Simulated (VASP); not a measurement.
# B (I4_1/amd) in VASP: further runs

Runs on B. Level: PBE. Tasks: relaxation of shape and atoms at fixed volume.

Program: VASP 6.6.1. These are calculated values, not measurements. Logs are shortened: lines on timing, memory, paths and dates and some standing lists are left out, and cuts for length are marked.

**1. The cell of the first run**

It takes space group I4_1/amd (No. 141, tetragonal). Conventional cell: a = 3.551 Å, b = 3.551 Å, c = 1.267 Å, α = 90.00°, β = 90.00°, γ = 90.00°. Within 1.7 Å of B (site symmetry -4m2) lie 2 B at 1.27 Å.

**2. Relaxation of shape and atoms at fixed volume, PBE**

INCAR reads:

```
SYSTEM = B
  PREC = Accurate
  ENCUT = 600
  EDIFF = 1E-7
  ISMEAR = -1
  SIGMA = 0.05
  LREAL = .FALSE.
  LASPH = .TRUE.
  NELM = 100
  ALGO = Normal
  ISIF = 4
  LWAVE = .FALSE.
  LCHARG = .FALSE.
  GGA = PE
  IBRION = 2
  NSW = 50
  EDIFFG = -0.005
```

KPOINTS reads:

```
Automatic mesh
0
G
  21 21 21
  0 0 0
```

POSCAR reads:

```
B
1.0
   -1.7754749874      1.7754749874      0.6336074967
    1.7754749874     -1.7754749874      0.6336074967
    1.7754749874      1.7754749874     -0.6336074967
B
2
Direct
   -0.3750000000     -0.1250000000     -0.2500000000
    0.3750000000      0.1250000000      0.2500000000
```

Potentials or basis: VASP PAW PBE potentials, release 64 (B).

Run with:

```console
> cat potpaw_PBE.64/B/POTCAR > POTCAR
> mpirun -np 1 vasp_std > vasp.out
```

OUTCAR:

```text
SYSTEM = B
   PREC = Accurate
   ENCUT = 600
   EDIFF = 1E-7
   ISMEAR = -1
   LREAL = .FALSE.
   LASPH = .TRUE.
   NELM = 100
   ISIF = 4
   GGA = PE
   IBRION = 2
   NSW = 50
   EDIFFG = -0.005

 ion  position               nearest neighbor table
   1  0.625  0.875  0.750-   2 1.80   2 1.80   2 1.80   2 1.80   2 2.01   2 2.01   2 2.01   2 2.01

   2  0.375  0.125  0.250-   1 1.80   1 1.80   1 1.80   1 1.80   1 2.01   1 2.01   1 2.01   1 2.01

  LATTYP: Found a body centered tetragonal cell.
 ALAT       =     3.5509499748
 C/A-ratio  =     0.3568664730

  Lattice vectors:

 A1 = (  -1.7754749874,   1.7754749874,   0.6336074967)
 A2 = (   1.7754749874,  -1.7754749874,   0.6336074967)
 A3 = (   1.7754749874,   1.7754749874,  -0.6336074967)

Analysis of symmetry for initial positions (statically):
=====================================================================
 Subroutine PRICEL returns:
 Original cell was already a primitive cell.

 Routine SETGRP: Setting up the symmetry group for a
 body centered tetragonal supercell.

 Subroutine GETGRP returns: Found 16 space group operations
 (whereof  4 operations were pure point group operations)
 out of a pool of 16 trial point group operations.

The static configuration has the point symmetry C_2h.
 The point group associated with its full space group is D_4h.

Analysis of symmetry for dynamics (positions and initial velocities):
=====================================================================
 Subroutine PRICEL returns:
 Original cell was already a primitive cell.

 Routine SETGRP: Setting up the symmetry group for a
 body centered tetragonal supercell.

 Subroutine GETGRP returns: Found 16 space group operations
 (whereof  4 operations were pure point group operations)
 out of a pool of 16 trial point group operations.

The dynamic configuration has the point symmetry C_2h.
 The point group associated with its full space group is D_4h.

 Subroutine INISYM returns: Found 16 space group operations
 (whereof  4 operations are pure point group operations),
 and found     1 'primitive' translations

----------------------------------------------------------------------------------------

                                     Primitive cell

  volume of cell :       7.9893

[... 99 lines left out ...]
   NELECT =       6.0000    total number of electrons
   NUPDOWN=      -1.0000    fix difference up-down
   EMIN   =  10.00;   EMAX   =-10.00  energy-range for DOS
   EFERMI =   0.00;   METHOD = LEGACY
   ISMEAR =    -1;   SIGMA  =   0.05  broadening in eV -4-tet -1-fermi 0-gaus
   EFERMI_NEDOS =   21; number of points for ismear=-14 and -15
   IALGO  =     38    algorithm
   IMIX   =      4    mixing-type and parameters
     AMIX     =   0.40;   BMIX     =  1.00
     AMIX_MAG =   1.60;   BMIX_MAG =  1.00
  volume/ion in A,a.u.               =       3.99        26.96
  Fermi-wavevector in a.u.,A,eV,Ry     =   1.488066  2.812036 30.127919  2.214340
  Thomas-Fermi vector in A             =   2.601147
   LORBIT       =      0    0 simple, 1 ext, 2 COOP (PROOUT), +10 PAW based schemes
   GGA     = PE    functional components
   LHFCALC =     F    Hartree Fock is set to
   AEXX    =    0.0000 exact exchange contribution
   IVDW    =     0    specifies the selected vdW correction
   LEPSILON=     F    determine dielectric tensor
   LRPA    =     F    only Hartree local field effects (RPA)
 conjugate gradient relaxation of ions
 non-spin polarized calculation
  energy-cutoff  :      600.00
  volume of cell :        7.99
 maximum number of plane-waves:       282
 NGX is ok and might be reduce to    24
   NGX = 11   NGY = 11   NGZ = 11

--------------------------------------- Ionic step        1  -------------------------------------------

 number of electron       6.0000000 magnetization

 Free energy of the ion-electron system (eV)
  ---------------------------------------------------
  ext. energy  EPLUGINS =         0.00000000
  ---------------------------------------------------
  free energy    TOTEN  =        -5.65674967 eV

  energy without entropy =       -5.65466472  energy(sigma->0) =       -5.65570719

------------------------ aborting loop because EDIFF is reached ----------------------------------------

  FORCE on cell =-STRESS in cart. coord.  units (eV):
  Direction    XX          YY          ZZ          XY          YZ          ZX
  --------------------------------------------------------------------------------------
  -------------------------------------------------------------------------------------
  Total        7.5910760      7.5910760     42.6953185     -0.0000000      0.0000000      0.0000000
  in kB     1522.3149381   1522.3149381   8562.1222514     -0.0000000      0.0000000      0.0000000
  external PRESSURE =    3868.9173759 kB  Pullay stress =       0.0000000 kB
[... 239 lines left out ...]
--------------------------------------- Ionic step        8  -------------------------------------------

 number of electron       6.0000000 magnetization

 Free energy of the ion-electron system (eV)
  ---------------------------------------------------
  ext. energy  EPLUGINS =         0.00000000
  ---------------------------------------------------
  free energy    TOTEN  =        -7.92509388 eV

  energy without entropy =       -7.92193726  energy(sigma->0) =       -7.92351557

 E-fermi :  14.5296     XC(G=0): -14.6599

 val. band max:       14.5255494191   @ k =  -0.4762   0.4762   0.0476
 cond. band min:      14.5454795661   @ k =  -0.0952  -0.2381   0.0952
 fundamental gap:      0.0199301470
 Fermi energy:        14.5296238712

 k-point     1 :       0.0000    0.0000    0.0000
  band No.  band energies     occupation
      1      -8.2766      2.00000
      2       8.8695      2.00000
      3       8.8695      2.00000
      4      20.4499      0.00000
      5      21.5732      0.00000
      6      30.6726      0.00000
      7      30.6726      0.00000
[... 221 lines left out ...]
 k-point    24 :      -0.3810    0.0476   -0.0000
  band No.  band energies     occupation
      1      -1.5438      2.00000
      2      10.2025      2.00000
      3      12.1196      2.00000
      4      18.7162      0.00000
      5      22.4255      0.00000
      6      29.0650      0.00000
      7      30.0249      0.00000

 [... further k-points ...]

------------------------ aborting loop because EDIFF is reached ----------------------------------------

  FORCE on cell =-STRESS in cart. coord.  units (eV):
  Direction    XX          YY          ZZ          XY          YZ          ZX
  --------------------------------------------------------------------------------------
  -------------------------------------------------------------------------------------
  Total       14.0200890     14.0200890     14.0245841      0.0000000      0.0000000      0.0000000
  in kB     2811.5896651   2811.5896651   2812.4911174      0.0000000      0.0000000      0.0000000
  external PRESSURE =    2811.8901492 kB  Pullay stress =       0.0000000 kB
[... 17 lines left out ...]
  FREE ENERGIE OF THE ION-ELECTRON SYSTEM (eV)
  ---------------------------------------------------
  free  energy   TOTEN  =        -7.9250938814 eV

  energy  without entropy=       -7.9219372558  energy(sigma->0) =       -7.92351557

 reached required accuracy - stopping structural energy minimisation
```

CONTCAR:

```text
B
   1.00000000000000
    -1.6354864437160510    1.6354864437160510    0.7467161193715229
     1.6354864437160510   -1.6354864437160510    0.7467161193715229
     1.6354864437160510    1.6354864437160510   -0.7467161193715229
  B
     2
Direct
     0.6250000000000000    0.8750000000000000    0.7500000000000000
     0.3750000000000000    0.1250000000000000    0.2500000000000000

  0.00000000E+00  0.00000000E+00  0.00000000E+00
  0.00000000E+00  0.00000000E+00  0.00000000E+00
```

It took 2.5 min on 1 thread of Intel Xeon Platinum 8488C (Sapphire Rapids), shared host; peak memory 0.16 GiB.

What came out:

```
Free energy               : -7.9251 eV
Energy gained by relaxing : 1134.2 meV/atom
Ionic steps               : 8
Pressure after relaxing   : 281.2 GPa
Band gap on the k mesh    : zero (bands 3 and 4 overlap by 13.22 eV)
```

The path:
| step | energy change (eV) | largest force (eV/Å) | pressure (GPa) | volume (Å³) |
| --- | --- | --- | --- | --- |
| 1 | 0.0000 | 0.0000 | 386.89 | 7.99 |
| 2 | -0.2192 | 0.0000 | 352.37 | 7.99 |
| 3 | -0.3602 | 0.0000 | 341.87 | 7.99 |
| 4 | -0.6934 | 0.0000 | 321.65 | 7.99 |
| 5 | -2.1468 | 0.0000 | 276.70 | 7.99 |
| 6 | -2.1519 | 0.0000 | 296.88 | 7.99 |
| 7 | -2.2650 | 0.0000 | 280.01 | 7.99 |
| 8 | -2.2683 | 0.0000 | 281.19 | 7.99 |

Final structure:
```xyz
2
Lattice="-1.6355 1.6355 0.7467 1.6355 -1.6355 0.7467 1.6355 1.6355 -0.7467" Properties=species:S:1:pos:R:3 pbc="T T T"
B     1.6355    0.8177    0.5600
B     0.0000    0.8177    0.1867
```

**3. Relaxation of shape and atoms at fixed volume, PBE**

This run uses another cell than the first one, of 4.79 Å³/atom.

INCAR reads:

```
ALGO = Normal ; EDIFF = 1E-7
EDIFFG = -0.005 ; ENCUT = 600
GGA = PE ; IBRION = 2
ISIF = 4 ; ISMEAR = -1
LASPH = True ; LCHARG = False
LREAL = False ; LWAVE = False
NELM = 60 ; NSW = 50
PREC = Accurate ; SIGMA = 0.05
```

KPOINTS reads:

```
k-points
0
Gamma
  21 21 21
```

POSCAR reads:

```
B
1.0
   -1.8867237098      1.8867237098      0.6733084359
    1.8867237098     -1.8867237098      0.6733084359
    1.8867237098      1.8867237098     -0.6733084359
B
2
Direct
   -0.3750000000     -0.1250000000     -0.2500000000
    0.3750000000      0.1250000000      0.2500000000
```

Potentials or basis: VASP PAW PBE potentials, release 64 (B).

Run with:

```console
> cat potpaw_PBE.64/B/POTCAR > POTCAR
> mpirun -np 1 vasp_std > vasp.out
```

Wall time 2 min (1 thread of Intel Xeon Platinum 8488C (Sapphire Rapids), shared host); peak memory 0.18 GiB.

Results (log left out):

* Free energy: -9.9190 eV
* Energy gained by relaxing: 690.9 meV/atom
* Ionic steps: 8
* Pressure after relaxing: 134.6 GPa
* Band gap on the k mesh: zero (bands 3 and 4 overlap by 12.96 eV)

Step by step:
```tsv
step	energy change (eV)	largest force (eV/Å)	pressure (GPa)	volume (Å³)
1	0.0000	0.0000	209.75	9.59
2	-0.4058	0.0000	152.43	9.59
3	-0.7225	0.0000	137.96	9.59
4	-1.0030	0.0000	130.34	9.59
5	-1.3817	0.0000	134.78	9.59
6	-1.3816	0.0000	134.28	9.59
7	-1.3817	0.0000	134.69	9.59
8	-1.3817	0.0000	134.60	9.59
```

Final structure:
```cif
data_structure
_symmetry_space_group_name_H-M 'P 1'
_symmetry_Int_Tables_number 1
_cell_length_a 2.6103
_cell_length_b 2.6103
_cell_length_c 2.6103
_cell_angle_alpha 95.001
_cell_angle_beta 95.001
_cell_angle_gamma 145.654
_cell_volume 9.59
loop_
_atom_site_label
_atom_site_type_symbol
_atom_site_fract_x
_atom_site_fract_y
_atom_site_fract_z
_atom_site_occupancy
B1 B 0.62500 0.87500 0.75000 1
B2 B 0.37500 0.12500 0.25000 1
```

Levels at points of the mesh, in eV from the Fermi level:
| k point | band 1 | band 2 | band 3 | band 4 | band 5 | band 6 | band 7 |
| --- | --- | --- | --- | --- | --- | --- | --- |
| (0.00, 0.00, 0.00) | -20.66 | -5.46 | -5.46 | 3.61 | 5.52 | 12.74 | 12.74 |
